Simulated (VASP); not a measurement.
# AlN (P6_3/mmc) in VASP: a series of runs

The runs below take AlN through single point, with PBEsol.

Everything below comes from runs of VASP 6.6.1. Logs are shortened: lines on timing, memory, paths and dates and some standing lists are left out, and cuts for length are marked.

## (1) The cell of the first run

It takes space group P6_3/mmc (No. 194, hexagonal). Conventional cell: a = 3.222 Å, b = 3.222 Å, c = 3.976 Å, α = 90.00°, β = 90.00°, γ = 120.00°. Al (site symmetry -6m2) has 5 N at 1.86 to 1.99 Å within 2.5 Å. Within 2.5 Å of N (site symmetry -6m2) lie 5 Al at 1.86 to 1.99 Å.

## (2) Single point, PBEsol

INCAR reads:

```
PREC = Accurate
ENCUT = 520
EDIFF = 1E-7
ISMEAR = 0
SIGMA = 0.05
LREAL = F
LASPH = T
NELM = 60
ALGO = Normal
ISIF = 2
LWAVE = F
LCHARG = T
GGA = PS
LELF = T
LVHAR = T
NBANDS = 16
```

KPOINTS reads:

```
Automatic mesh
0
Gamma
  9 9 6
```

POSCAR reads:

```
AlN
1.0
    3.2223000000      0.0000000000      0.0000000000
   -1.6111500000      2.7905936586      0.0000000000
    0.0000000000      0.0000000000      3.9756000000
Al N
2 2
Direct
    0.3333333333      0.6666666667      0.7500000000
    0.6666666667      0.3333333333      0.2500000000
    0.3333333333      0.6666666667      0.2500000000
    0.6666666667      0.3333333333      0.7500000000
```

Potentials or basis: VASP PAW PBE potentials, release 64 (Al, N).

On the command line:

```
$ cat potpaw_PBE.64/Al/POTCAR potpaw_PBE.64/N/POTCAR > POTCAR
$ mpirun -np 1 vasp_std > vasp.out
```

OUTCAR:

```text
PREC = Accurate
   ENCUT = 520
   EDIFF = 1E-7
   ISMEAR = 0
   LREAL = F
   LASPH = T
   NELM = 60
   ISIF = 2
   GGA = PS

 ion  position               nearest neighbor table
   1  0.333  0.667  0.750-   4 1.86   4 1.86   4 1.86   3 1.99   3 1.99   2 2.72   2 2.72   2 2.72
                             2 2.72   2 2.72   2 2.72
   2  0.667  0.333  0.250-   3 1.86   3 1.86   3 1.86   4 1.99   4 1.99   1 2.72   1 2.72   1 2.72
                             1 2.72   1 2.72   1 2.72
   3  0.333  0.667  0.250-   2 1.86   2 1.86   2 1.86   1 1.99   1 1.99
   4  0.667  0.333  0.750-   1 1.86   1 1.86   1 1.86   2 1.99   2 1.99

  LATTYP: Found a hexagonal cell.
 ALAT       =     3.2223000000
 C/A-ratio  =     1.2337771157

  Lattice vectors:

 A1 = (   3.2223000000,   0.0000000000,   0.0000000000)
 A2 = (  -1.6111500000,   2.7905936586,   0.0000000000)
 A3 = (   0.0000000000,   0.0000000000,   3.9756000000)

Analysis of symmetry for initial positions (statically):
=====================================================================
 Subroutine PRICEL returns:
 Original cell was already a primitive cell.

 Routine SETGRP: Setting up the symmetry group for a
 hexagonal supercell.

 Subroutine GETGRP returns: Found 24 space group operations
 (whereof 12 operations were pure point group operations)
 out of a pool of 24 trial point group operations.

The static configuration has the point symmetry D_3d.
 The point group associated with its full space group is D_6h.

Analysis of symmetry for dynamics (positions and initial velocities):
=====================================================================
 Subroutine PRICEL returns:
 Original cell was already a primitive cell.

 Routine SETGRP: Setting up the symmetry group for a
 hexagonal supercell.

 Subroutine GETGRP returns: Found 24 space group operations
 (whereof 12 operations were pure point group operations)
 out of a pool of 24 trial point group operations.

The dynamic configuration has the point symmetry D_3d.
 The point group associated with its full space group is D_6h.

 Subroutine INISYM returns: Found 24 space group operations
 (whereof 12 operations are pure point group operations),
 and found     1 'primitive' translations

----------------------------------------------------------------------------------------

                                     Primitive cell

  volume of cell :      35.7491

  direct lattice vectors                    reciprocal lattice vectors
     3.222300000  0.000000000  0.000000000     0.310337337  0.179173345  0.000000000
    -1.611150000  2.790593659  0.000000000     0.000000000  0.358346690  0.000000000
     0.000000000  0.000000000  3.975600000     0.000000000  0.000000000  0.251534360

  length of vectors
     3.222300000  3.222300000  3.975600000     0.358346690  0.358346690  0.251534360

  position of ions in fractional coordinates (direct lattice)
     0.333333333  0.666666667  0.750000000
     0.666666667  0.333333333  0.250000000
     0.333333333  0.666666667  0.250000000
     0.666666667  0.333333333  0.750000000

  ion indices of the primitive-cell ions
   primitive index   ion index
                 1           1
                 2           2
                 3           3
                 4           4

----------------------------------------------------------------------------------------

 KPOINTS: Automatic mesh

Automatic generation of k-mesh.
 Grid dimensions read from file:
 generate k-points for:    9    9    6

 Generating k-lattice:

  Cartesian coordinates                     Fractional coordinates (reciprocal lattice)
     0.034481926  0.019908149  0.000000000     0.111111111  0.000000000  0.000000000
     0.000000000  0.039816299  0.000000000     0.000000000  0.111111111  0.000000000
     0.000000000  0.000000000  0.041922393     0.000000000  0.000000000  0.166666667

  Length of vectors
     0.039816299  0.039816299  0.041922393

  Shift w.r.t. Gamma in fractional coordinates (k-lattice)
     0.000000000  0.000000000  0.000000000

 Subroutine IBZKPT returns following result:
 ===========================================

 Found     48 irreducible k-points:

 Following reciprocal coordinates:
            Coordinates               Weight
  0.000000  0.000000  0.000000      1.000000
  0.111111  0.000000  0.000000      6.000000
  0.222222  0.000000  0.000000      6.000000
  0.333333  0.000000  0.000000      6.000000
  0.444444  0.000000  0.000000      6.000000
  0.111111  0.111111  0.000000      6.000000
[... 16 lines left out ...]
  0.333333  0.222222  0.166667     24.000000
  0.333333  0.333333  0.166667      4.000000
 [... further k-points ...]
   k-points           NKPTS =     48   k-points in BZ     NKDIM =     48   number of bands    NBANDS=     16
   number of dos      NEDOS =    301   number of ions     NIONS =      4
   total plane-waves  NPLWV =  17280
   dimension x,y,z NGX =    24 NGY =   24 NGZ =   30
   dimension x,y,z NGXF=    48 NGYF=   48 NGZF=   60
   ions per type =               2   2
   NGX,Y,Z   is equivalent  to a cutoff of  12.38, 12.38, 12.54 a.u.
   NGXF,Y,Z  is equivalent  to a cutoff of  24.76, 24.76, 25.09 a.u.
 SYSTEM =  unknown system
   PREC   = accura    normal or accurate (medium, high low for compatibility)
   ISTART =      0    job   : 0-new  1-cont  2-samecut
   ICHARG =      2    charge: 1-file 2-atom 10-const
   ISPIN  =      1    spin polarized calculation?
   LNONCOLLINEAR =      F non collinear calculations
   LSORBIT =      F    spin-orbit coupling
   LASPH  =      T    aspherical Exc in radial PAW
   ENCUT  =  520.0 eV  38.22 Ry    6.18 a.u.   5.99  5.99  7.39*2*pi/ulx,y,z
   NELM   =     60;   NELMIN=  2; NELMDL= -5     # of ELM steps
   EDIFF  = 0.1E-06   stopping-criterion for ELM
   LREAL  =      F    real-space projection
   EDIFFG = 0.1E-05   stopping-criterion for IOM
   NSW    =      0    number of steps for IOM
   IBRION =     -1    ionic relax: 0-MD 1-quasi-New 2-CG
   NFREE  =      0    steps in history (QN), initial steepest desc. (CG)
   ISIF   =      2    stress and relaxation
   ISYM   =      2    0-nonsym 1-usesym 2-fastsym
   POTIM  = 0.5000    time-step for ionic-motion
   TEBEG  =    0.0;   TEEND  =   0.0 temperature during run
   PSTRESS=    0.0 pullay stress
   NELECT =      16.0000    total number of electrons
   NUPDOWN=      -1.0000    fix difference up-down
   EMIN   =  10.00;   EMAX   =-10.00  energy-range for DOS
   EFERMI =   0.00;   METHOD = LEGACY
   ISMEAR =     0;   SIGMA  =   0.05  broadening in eV -4-tet -1-fermi 0-gaus
   EFERMI_NEDOS =   21; number of points for ismear=-14 and -15
   IALGO  =     38    algorithm
   IMIX   =      4    mixing-type and parameters
     AMIX     =   0.40;   BMIX     =  1.00
     AMIX_MAG =   1.60;   BMIX_MAG =  1.00
  volume/ion in A,a.u.               =       8.94        60.31
  Fermi-wavevector in a.u.,A,eV,Ry     =   1.252256  2.366420 21.335904  1.568145
  Thomas-Fermi vector in A             =   2.386165
   LORBIT       =      0    0 simple, 1 ext, 2 COOP (PROOUT), +10 PAW based schemes
   GGA     = PS    functional components
   LHFCALC =     F    Hartree Fock is set to
   AEXX    =    0.0000 exact exchange contribution
   IVDW    =     0    specifies the selected vdW correction
   LEPSILON=     F    determine dielectric tensor
   LRPA    =     F    only Hartree local field effects (RPA)
 non-spin polarized calculation
 Gauss-broadening in eV      SIGMA  =   0.05
  energy-cutoff  :      520.00
  volume of cell :       35.75
 maximum number of plane-waves:       984
 NGX is ok and might be reduce to    24
   NGX = 11   NGY = 11   NGZ = 15

 number of electron      16.0000003 magnetization

 Free energy of the ion-electron system (eV)
  ---------------------------------------------------
  ext. energy  EPLUGINS =         0.00000000
  ---------------------------------------------------
  free energy    TOTEN  =       -30.72395662 eV

  energy without entropy =      -30.72395662  energy(sigma->0) =      -30.72395662

 E-fermi :   9.2338     XC(G=0): -11.8321

 val. band max:        9.0181289803   @ k =   0.0000   0.0000   0.0000
 cond. band min:      13.0238372995   @ k =   0.0000   0.0000   0.0000
 fundamental gap:      4.0057083192
 Fermi energy:         9.2338023978

 k-point     1 :       0.0000    0.0000    0.0000
  band No.  band energies     occupation
      1      -8.5418      2.00000
      2      -4.1770      2.00000
      3       1.5714      2.00000
      4       5.4200      2.00000
      5       5.4200      2.00000
      6       7.3217      2.00000
[... 8 lines left out ...]
     15      21.1867      0.00000
     16      21.1867      0.00000

 k-point     2 :       0.1111    0.0000    0.0000
  band No.  band energies     occupation
      1      -8.3859      2.00000
      2      -4.1850      2.00000
      3       1.7310      2.00000
      4       4.9157      2.00000
      5       5.1981      2.00000
      6       6.8548      2.00000
[... 8 lines left out ...]
     15      20.7806      0.00000
     16      21.5617      0.00000

 k-point     3 :       0.2222    0.0000    0.0000
  band No.  band energies     occupation
      1      -7.9372      2.00000
      2      -4.2621      2.00000
      3       2.1969      2.00000
      4       3.8131      2.00000
      5       4.7525      2.00000
      6       5.9930      2.00000
[... 8 lines left out ...]
     15      20.1000      0.00000
     16      22.3778      0.00000

 k-point     4 :       0.3333    0.0000    0.0000
  band No.  band energies     occupation
      1      -7.2645      2.00000
      2      -4.5313      2.00000
      3       2.8027      2.00000
      4       2.9157      2.00000
      5       4.3538      2.00000
      6       5.2453      2.00000
[... 8 lines left out ...]
     15      20.9248      0.00000
     16      23.1436      0.00000

 k-point     5 :       0.4444    0.0000    0.0000
  band No.  band energies     occupation
      1      -6.5759      2.00000
      2      -4.9813      2.00000
      3       2.2655      2.00000
      4       3.6825      2.00000
      5       4.1305      2.00000
      6       4.8156      2.00000
[... 8 lines left out ...]
     15      22.6864      0.00000
     16      23.6901      0.00000

 k-point     6 :       0.1111    0.1111    0.0000
  band No.  band energies     occupation
      1      -8.0832      2.00000
      2      -4.2268      2.00000
      3       2.0442      2.00000
      4       4.3737      2.00000
      5       4.5020      2.00000
      6       6.4458      2.00000
[... 8 lines left out ...]
     15      20.4681      0.00000
     16      21.9222      0.00000
[... 267 lines left out ...]
 k-point    21 :       0.4444    0.1111    0.1667
  band No.  band energies     occupation
      1      -6.2138      2.00000
      2      -5.1377      2.00000
      3       1.6896      2.00000
      4       3.5070      2.00000
      5       3.6244      2.00000
      6       5.1967      2.00000
[... 8 lines left out ...]
     15      22.1676      0.00000
     16      23.6926      0.00000

 k-point    22 :       0.2222    0.2222    0.1667
  band No.  band energies     occupation
      1      -6.7382      2.00000
      2      -4.8096      2.00000
      3       2.3046      2.00000
      4       2.6145      2.00000
      5       4.5729      2.00000
      6       5.0988      2.00000
[... 8 lines left out ...]
     15      21.7553      0.00000
     16      23.3707      0.00000

 k-point    23 :       0.3333    0.2222    0.1667
  band No.  band energies     occupation
      1      -6.1031      2.00000
      2      -5.1558      2.00000
      3       1.9281      2.00000
      4       2.8243      2.00000
      5       3.7326      2.00000
      6       5.6376      2.00000
[... 8 lines left out ...]
     15      21.6366      0.00000
     16      23.4957      0.00000

 k-point    24 :       0.3333    0.3333    0.1667
  band No.  band energies     occupation
      1      -5.5726      2.00000
      2      -5.5726      2.00000
      3       1.8391      2.00000
      4       3.1586      2.00000
      5       3.1586      2.00000
      6       5.9278      2.00000
[... 8 lines left out ...]
     15      21.0053      0.00000
     16      23.3373      0.00000

 [... further k-points ...]

------------------------ aborting loop because EDIFF is reached ----------------------------------------

  FORCE on cell =-STRESS in cart. coord.  units (eV):
  Direction    XX          YY          ZZ          XY          YZ          ZX
  --------------------------------------------------------------------------------------
  -------------------------------------------------------------------------------------
  Total        4.8949203      4.8949203      5.3468135      0.0000000      0.0000000      0.0000000
  in kB      219.3769295    219.3769295    239.6295429      0.0000000      0.0000000      0.0000000
  external PRESSURE =     226.1278006 kB  Pullay stress =       0.0000000 kB

 VOLUME and BASIS-vectors are now :
 -----------------------------------------------------------------------------
  energy-cutoff  :      520.00
  volume of cell :       35.75
      direct lattice vectors                 reciprocal lattice vectors
     3.222300000  0.000000000  0.000000000     0.310337337  0.179173345  0.000000000
    -1.611150000  2.790593659  0.000000000     0.000000000  0.358346690  0.000000000
     0.000000000  0.000000000  3.975600000     0.000000000  0.000000000  0.251534360

 POSITION                                       TOTAL-FORCE (eV/Angst)
 -----------------------------------------------------------------------------------
     -0.00000      1.86040      2.98170        -0.000000     -0.000000      0.000000
      1.61115      0.93020      0.99390         0.000000      0.000000      0.000000
     -0.00000      1.86040      0.99390        -0.000000      0.000000      0.000000
      1.61115      0.93020      2.98170         0.000000     -0.000000      0.000000
 -----------------------------------------------------------------------------------
    total drift:                               -0.000000      0.000000     -0.000000

  FREE ENERGIE OF THE ION-ELECTRON SYSTEM (eV)
  ---------------------------------------------------
  free  energy   TOTEN  =       -30.7239566184 eV

  energy  without entropy=      -30.7239566184  energy(sigma->0) =      -30.72395662
```

It took 8.8 s on 1 thread of Intel Xeon 6975P-C (Granite Rapids), shared host; peak memory 0.15 GiB.

What came out:

```
Free energy            : -30.7240 eV
Pressure               : 22.6 GPa
Band gap on the k mesh : 4.01 eV, direct
```

Caveat: the PAW data sets were made with another functional, which shifts forces and pressure a little.

## (3) Single point, PBEsol

This run uses another cell than the first one, of 9.12 Å³/atom, 1.021 times its volume.

INCAR reads:

```
SYSTEM = AlN
PREC = Accurate
ENCUT = 520
EDIFF = 1E-6
ISMEAR = 0
SIGMA = 0.05
LREAL = .FALSE.
LASPH = .TRUE.
NELM = 60
ALGO = Normal
ISIF = 2
LWAVE = .FALSE.
LCHARG = .FALSE.
GGA = PS
NBANDS = 16
```

KPOINTS reads:

```
Automatic mesh
0
G
  9 9 6
  0 0 0
```

Changes to POSCAR since step 2:

```diff
@@ -4,3 +4,3 @@
    -1.6111500000      2.7905936586      0.0000000000
-    0.0000000000      0.0000000000      3.9756000000
+    0.0000000000      0.0000000000      4.0584000000
 Al N
```

Potentials or basis: VASP PAW PBE potentials, release 64 (Al, N).

On the command line:

```
$ cat potpaw_PBE.64/Al/POTCAR potpaw_PBE.64/N/POTCAR > POTCAR
$ mpirun -np 1 vasp_std > vasp.out
```

Wall time 7.9 s (1 thread of Intel Xeon 6975P-C (Granite Rapids), shared host); peak memory 0.15 GiB.

Results (log left out):

| Property | Result |
| --- | --- |
| Free energy | -30.8127 eV |
| Pressure | 17.1 GPa |
| Band gap on the k mesh | 3.83 eV, direct |

Stress tensor (GPa, compression positive):
```
18.45  0.00  0.00
 0.00 18.45  0.00
 0.00  0.00 14.37
```

Levels at points of the mesh, in eV from the valence-band top:
```
           k point  band 5  band 6  band 7  band 8  band 9  band 10  band 11  band 12
(0.00, 0.00, 0.00)   -3.54   -1.77   -1.77    0.00    3.83     5.05     8.60     8.60
(0.00, 0.00, 0.50)   -2.70   -2.70   -2.70   -2.70    6.11     6.11     8.71     8.71
```

Caveat: the PAW data sets were made with another functional, which shifts forces and pressure a little. A k mesh can miss the band edges.

[end of part 1 of 2]
